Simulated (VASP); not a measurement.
# InSe (C2/m) in VASP: a series of runs, part 2 of 2

VASP 6.6.1. Earlier steps stand in the parts before.

**5. Single point, r2SCAN+D4 (26.08 Å³/atom)**

This run uses another cell than the first one, of 26.08 Å³/atom.

The input, POSCAR:

```
InSe
1.0
    5.8763366793     -2.0513859888     -0.0063666718
    5.8763366793      2.0513859888     -0.0063666718
   -1.6062045593      0.0000000000      4.3293892565
In Se
2 2
Direct
    0.8864607467      0.8864607467      0.0315505584
    0.1135392533      0.1135392533      0.9684494416
    0.6563608540      0.6563608540      0.6450926200
    0.3436391460      0.3436391460      0.3549073800
```

The input, INCAR.step1:

```
ALGO = Normal
EDIFF = 1E-4
ENCUT = 520
GGA = PE
ISMEAR = 0
LASPH = True
LCHARG = False
LREAL = False
LWAVE = True
NBANDS = 27
NELM = 100
PREC = Accurate
SIGMA = 0.05
```

The input, INCAR.step2:

```
ALGO = Normal
EDIFF = 1E-7
ENCUT = 520
ISIF = 2
ISMEAR = 0
ISTART = 1
IVDW = 13
LASPH = True
LCHARG = False
LMIXTAU = True
LREAL = False
LWAVE = False
METAGGA = R2SCAN
NBANDS = 27
NELM = 100
PREC = Accurate
SIGMA = 0.05
VDW_A1 = 0.51559235
VDW_A2 = 5.77342911
VDW_S6 = 1.0
VDW_S8 = 0.6018749
```

The input, KPOINTS:

```
k-points
0
Gamma
  6 6 6
```

Potentials or basis: VASP PAW PBE potentials, release 64 (In_d, Se).

Run with:

```sh
$ cat potpaw_PBE.64/In_d/POTCAR potpaw_PBE.64/Se/POTCAR > POTCAR
$ cp INCAR.step1 INCAR
$ mpirun -np 1 vasp_std > vasp.out
$ cp INCAR.step2 INCAR
$ mpirun -np 1 vasp_std > vasp.out
```

OUTCAR:

```text
EDIFF = 1E-7
   ENCUT = 520
   ISIF = 2
   ISMEAR = 0
   ISTART = 1
   IVDW = 13
   LASPH = True
   LREAL = False
   METAGGA = R2SCAN
   NELM = 100
   PREC = Accurate

 ion  position               nearest neighbor table
   1  0.886  0.886  0.032-   3 2.67   4 2.69   4 2.69   2 2.78   2 3.73   2 3.73
   2  0.114  0.114  0.968-   4 2.67   3 2.69   3 2.69   1 2.78   1 3.73   1 3.73
   3  0.656  0.656  0.645-   1 2.67   2 2.69   2 2.69
   4  0.344  0.344  0.355-   2 2.67   1 2.69   1 2.69

  LATTYP: Found a base centered monoclinic cell.
 ALAT       =    11.7526802565
 B/A-ratio  =     0.3490924528
 C/A-ratio  =     0.3929093551
 COS(beta)  =    -0.3488492094

  Lattice vectors:

 A1 = (   5.8763366793,  -2.0513859888,  -0.0063666718)
 A2 = (   5.8763366793,   2.0513859888,  -0.0063666718)
 A3 = (  -1.6062045593,   0.0000000000,   4.3293892565)

Analysis of symmetry for initial positions (statically):
=====================================================================
 Subroutine PRICEL returns:
 Original cell was already a primitive cell.

 Routine SETGRP: Setting up the symmetry group for a
 base centered monoclinic supercell.

 Subroutine GETGRP returns: Found  4 space group operations
 (whereof  4 operations were pure point group operations)
 out of a pool of  4 trial point group operations.

The static configuration has the point symmetry C_2h.

Analysis of symmetry for dynamics (positions and initial velocities):
=====================================================================
 Subroutine PRICEL returns:
 Original cell was already a primitive cell.

 Routine SETGRP: Setting up the symmetry group for a
 base centered monoclinic supercell.

 Subroutine GETGRP returns: Found  4 space group operations
 (whereof  4 operations were pure point group operations)
 out of a pool of  4 trial point group operations.

[... 121 lines left out ...]
   IALGO  =     38    algorithm
   IMIX   =      4    mixing-type and parameters
     AMIX     =   0.40;   BMIX     =  1.00
     AMIX_MAG =   1.60;   BMIX_MAG =  1.00
  volume/ion in A,a.u.               =      26.08       176.02
  Fermi-wavevector in a.u.,A,eV,Ry     =   1.169115  2.209308 18.596858  1.366831
  Thomas-Fermi vector in A             =   2.305593
   LORBIT       =      0    0 simple, 1 ext, 2 COOP (PROOUT), +10 PAW based schemes
   METAGGA = R2SCAN    functional components
   LHFCALC =     F    Hartree Fock is set to
   AEXX    =    0.0000 exact exchange contribution
   IVDW    =    13    specifies the selected vdW correction
   LEPSILON=     F    determine dielectric tensor
   LRPA    =     F    only Hartree local field effects (RPA)
 non-spin polarized calculation
 Gauss-broadening in eV      SIGMA  =   0.05
  energy-cutoff  :      520.00
  volume of cell :      104.34
 maximum number of plane-waves:      2831
 NGX is ok and might be reduce to    48
   NGX = 23   NGY = 23   NGZ = 17

 number of electron      37.9999999 magnetization

 Free energy of the ion-electron system (eV)
  ---------------------------------------------------
  ext. energy  EPLUGINS =         0.00000000
  ---------------------------------------------------
  free energy    TOTEN  =       -76.31526145 eV

  energy without entropy =      -76.31526145  energy(sigma->0) =      -76.31526145

 E-fermi :   4.9837     XC(G=0): -10.0983

 val. band max:        4.7070545915   @ k =  -0.3333  -0.3333   0.3333
 cond. band min:       5.9999570321   @ k =   0.3333   0.3333   0.0000
 fundamental gap:      1.2929024406
 Fermi energy:         4.9836831547

 k-point     1 :       0.0000    0.0000    0.0000
  band No.  band energies     occupation
      1     -10.4697      2.00000
      2     -10.3433      2.00000
      3     -10.1221      2.00000
      4     -10.0995      2.00000
      5     -10.0621      2.00000
      6     -10.0556      2.00000
[... 709 lines left out ...]
     26      12.8547      0.00000
     27      13.2342      0.00000

 [... further k-points ...]

------------------------ aborting loop because EDIFF is reached ----------------------------------------

  DFT-D4 for vdW energy calculation

  Edisp (eV):   -0.49667

  FORCE on cell =-STRESS in cart. coord.  units (eV):
  Direction    XX          YY          ZZ          XY          YZ          ZX
  --------------------------------------------------------------------------------------
  -------------------------------------------------------------------------------------
  Total       0.60941     0.61324     0.58320     0.00000     0.00000    -0.03283
  in kB       9.35796     9.41679     8.95554     0.00000     0.00000    -0.50409
  external pressure =        9.24 kB  Pullay stress =        0.00 kB

 VOLUME and BASIS-vectors are now :
 -----------------------------------------------------------------------------
  energy-cutoff  :      520.00
  volume of cell :      104.34
      direct lattice vectors                 reciprocal lattice vectors
     5.876336679 -2.051385989 -0.006366672     0.085121239 -0.243737650  0.031580002
     5.876336679  2.051385989 -0.006366672     0.085121239  0.243737650  0.031580002
    -1.606204559  0.000000000  4.329389256     0.000250354  0.000000000  0.231072343

 POSITION                                       TOTAL-FORCE (eV/Angst)
 -----------------------------------------------------------------------------------
     10.36761      0.00000      0.12531         0.018152      0.000000     -0.010301
     -0.22114      0.00000      4.19135        -0.018152      0.000000      0.010301
      6.67784      0.00000      2.78450         0.007128      0.000000     -0.010621
      3.46862      0.00000      1.53216        -0.007128      0.000000      0.010621
 -----------------------------------------------------------------------------------
    total drift:                                0.000000      0.000000     -0.000000

  FREE ENERGIE OF THE ION-ELECTRON SYSTEM (eV)
  ---------------------------------------------------
  free  energy   TOTEN  =       -76.8119339740 eV

  energy  without entropy=      -76.8119339740  energy(sigma->0) =      -76.81193397
```

OSZICAR.step1:

```text
N       E                     dE             d eps       ncg     rms          rms(c)
DAV:   1     0.334971990423E+03    0.33497E+03   -0.17662E+04  3680   0.162E+03
DAV:   2     0.254973037767E+02   -0.30947E+03   -0.29992E+03  3710   0.394E+02
DAV:   3    -0.126992420211E+02   -0.38197E+02   -0.37419E+02  4589   0.144E+02
DAV:   4    -0.143898261730E+02   -0.16906E+01   -0.16849E+01  4413   0.304E+01
DAV:   5    -0.144435913983E+02   -0.53765E-01   -0.53757E-01  5359   0.560E+00    0.645E+00
DAV:   6    -0.140011294571E+02    0.44246E+00   -0.83166E-01  5240   0.148E+01    0.391E+00
DAV:   7    -0.139826701122E+02    0.18459E-01   -0.35629E-01  5624   0.449E+00    0.120E+00
DAV:   8    -0.139814621921E+02    0.12079E-02   -0.40999E-02  5527   0.223E+00    0.548E-01
DAV:   9    -0.139821415622E+02   -0.67937E-03   -0.53403E-03  5087   0.776E-01    0.190E-01
DAV:  10    -0.139821456798E+02   -0.41176E-05   -0.45407E-04  4296   0.168E-01
   1 F= -.13982146E+02 E0= -.13982146E+02  d E =-.381452E-16
```

Run time: 12 min. Hardware: 1 thread of AMD EPYC 9R45 (Zen 5), shared host; peak memory 0.38 GiB.

What came out:

```
Free energy                : -76.8119 eV
Pressure                   : 0.9 GPa
Largest force              : 0.021 eV/Å
Band gap on the k mesh     : 1.29 eV (least direct gap 1.57 eV)
Dispersion energy per atom : -0.124 eV
```

Forces in eV/Å, atoms in the order of the input:
```
In   0.018  0.000 -0.010
In  -0.018  0.000  0.010
Se   0.007  0.000 -0.011
Se  -0.007  0.000  0.011
```

Levels at points of the mesh, in eV from the valence-band top:
| k point | band 16 | band 17 | band 18 | band 19 | band 20 | band 21 | band 22 | band 23 |
| --- | --- | --- | --- | --- | --- | --- | --- | --- |
| (0.00, 0.00, 0.00) | -2.62 | -2.41 | -1.79 | -1.51 | 2.99 | 3.68 | 4.34 | 5.36 |
| (0.50, 0.00, 0.00) | -2.20 | -1.79 | -1.53 | -1.25 | 2.00 | 2.84 | 3.72 | 3.97 |
| (0.50, 0.50, 0.00) | -2.54 | -1.26 | -0.94 | -0.34 | 1.49 | 3.07 | 3.17 | 4.75 |
| (0.00, 0.00, 0.50) | -1.96 | -1.71 | -1.32 | -0.25 | 1.32 | 2.68 | 3.86 | 3.98 |
| (0.50, 0.00, 0.50) | -3.40 | -2.61 | -2.50 | -1.83 | 2.47 | 3.50 | 4.52 | 5.00 |
| (0.50, 0.50, 0.50) | -1.75 | -1.63 | -1.17 | -0.42 | 2.45 | 3.47 | 3.53 | 4.49 |

Caveat: the PAW data sets were made with another functional, which shifts forces and pressure a little; spin-orbit coupling is left out, which moves the levels of the heavy elements.

**6. Single point, r2SCAN+D4 (26.63 Å³/atom)**

This run uses another cell than the first one, of 26.63 Å³/atom.

The input, POSCAR:

```
InSe
1.0
    5.8640786214     -2.0523458677     -0.0245199497
    5.8640786214      2.0523458677     -0.0245199497
   -1.6161175526      0.0000000000      4.4317302911
In Se
2 2
Direct
    0.8869059279      0.8869059279      0.0359523053
    0.1130940721      0.1130940721      0.9640476947
    0.6576245227      0.6576245227      0.6503399208
    0.3423754773      0.3423754773      0.3496600792
```

The input, INCAR.step1:

```
SYSTEM = InSe
ALGO = Normal
EDIFF = 1E-4
ENCUT = 520
GGA = PE
ISMEAR = 0
LASPH = .True.
LCHARG = .False.
LREAL = .False.
LWAVE = .True.
NBANDS = 27
NELM = 80
PREC = Accurate
SIGMA = 0.05
```

The input, INCAR.step2:

```
SYSTEM = InSe
ALGO = Normal
EDIFF = 1E-7
ENCUT = 520
ISIF = 2
ISMEAR = 0
ISTART = 1
IVDW = 13
LASPH = .True.
LCHARG = .True.
LELF = .True.
LMIXTAU = .True.
LREAL = .False.
LVHAR = .True.
LWAVE = .False.
METAGGA = R2SCAN
NBANDS = 27
NELM = 80
PREC = Accurate
SIGMA = 0.05
VDW_A1 = 0.51559235
VDW_A2 = 5.77342911
VDW_S6 = 1.0
VDW_S8 = 0.6018749
```

The input, KPOINTS:

```
k-points
0
Gamma
  6 6 6
  0 0 0
```

Potentials or basis: VASP PAW PBE potentials, release 64 (In_d, Se).

Run with:

```sh
$ cat potpaw_PBE.64/In_d/POTCAR potpaw_PBE.64/Se/POTCAR > POTCAR
$ cp INCAR.step1 INCAR
$ mpirun -np 1 vasp_std > vasp.out
$ cp INCAR.step2 INCAR
$ mpirun -np 1 vasp_std > vasp.out
```

Run time: 10 min. Hardware: 1 thread of AMD EPYC 9R45 (Zen 5), shared host; peak memory 0.38 GiB.

It converged, with:

| Quantity | Value |
| --- | --- |
| Free energy | -76.8209 eV |
| Pressure | 0.5 GPa |
| Largest force | 0.012 eV/Å |
| Band gap on the k mesh | 1.36 eV (least direct gap 1.63 eV) |
| Dispersion energy per atom | -0.122 eV |

Forces on the atoms (eV/Å):
```
In   0.012  0.000  0.000
In  -0.012  0.000  0.000
Se   0.001  0.000 -0.011
Se  -0.001  0.000  0.011
```

Levels at points of the mesh, in eV from the valence-band top:
| k point | band 17 | band 18 | band 19 | band 20 | band 21 | band 22 |
| --- | --- | --- | --- | --- | --- | --- |
| (0.00, 0.00, 0.00) | -2.32 | -1.70 | -1.41 | 3.03 | 3.59 | 4.28 |
| (0.50, 0.00, 0.00) | -1.81 | -1.45 | -1.34 | 2.00 | 2.81 | 3.80 |
| (0.50, 0.50, 0.00) | -1.25 | -0.87 | -0.26 | 1.59 | 3.06 | 3.34 |
| (0.00, 0.00, 0.50) | -1.63 | -1.27 | -0.27 | 1.36 | 2.61 | 3.96 |
| (0.50, 0.00, 0.50) | -2.48 | -2.42 | -1.69 | 2.58 | 3.55 | 4.39 |
| (0.50, 0.50, 0.50) | -1.56 | -1.03 | -0.46 | 2.49 | 3.49 | 3.58 |

Caveat: the PAW data sets were made with another functional, which shifts forces and pressure a little; spin-orbit coupling is left out, which moves the levels of the heavy elements. A k mesh can miss the band edges.

**7. Summary**

```csv
level,cell,gap on the mesh (eV),pressure (GPa),largest force (eV/Å)
PBE+D4,"a = 6.283, b = 6.283, c = 4.588 Å, angles 109.4, 109.4, 38.5°, 4 atoms, atomic positions A",0.81,-0.4,0.01
PBE+D4,"a = 6.271, b = 6.271, c = 4.680 Å, angles 109.2, 109.2, 38.6°, 4 atoms, atomic positions B",0.90,-0.7,0.01
r2SCAN+D4,"a = 6.232, b = 6.232, c = 4.611 Å, angles 109.4, 109.4, 38.5°, 4 atoms, atomic positions C",1.28,0.9,0.02
r2SCAN+D4,"a = 6.224, b = 6.224, c = 4.618 Å, angles 109.2, 109.2, 38.5°, 4 atoms, atomic positions D",1.29,0.9,0.02
r2SCAN+D4,"a = 6.213, b = 6.213, c = 4.717 Å, angles 109.1, 109.1, 38.6°, 4 atoms, atomic positions E",1.36,0.5,0.01
```

Alike in all rows: task single point; potentials or basis VASP PAW PBE potentials, release 64 (In_d, Se); no spin polarisation; k mesh 6 × 6 × 6; cutoff (eV) 520; smearing gaussian 0.05 eV.

Caveats: spin-orbit coupling is left out, which moves the levels of the heavy elements; the PAW data sets were made with another functional, which shifts forces and pressure a little (at least some runs).

Total energies depend on the potentials used, so only differences within one code and one set of settings carry meaning.
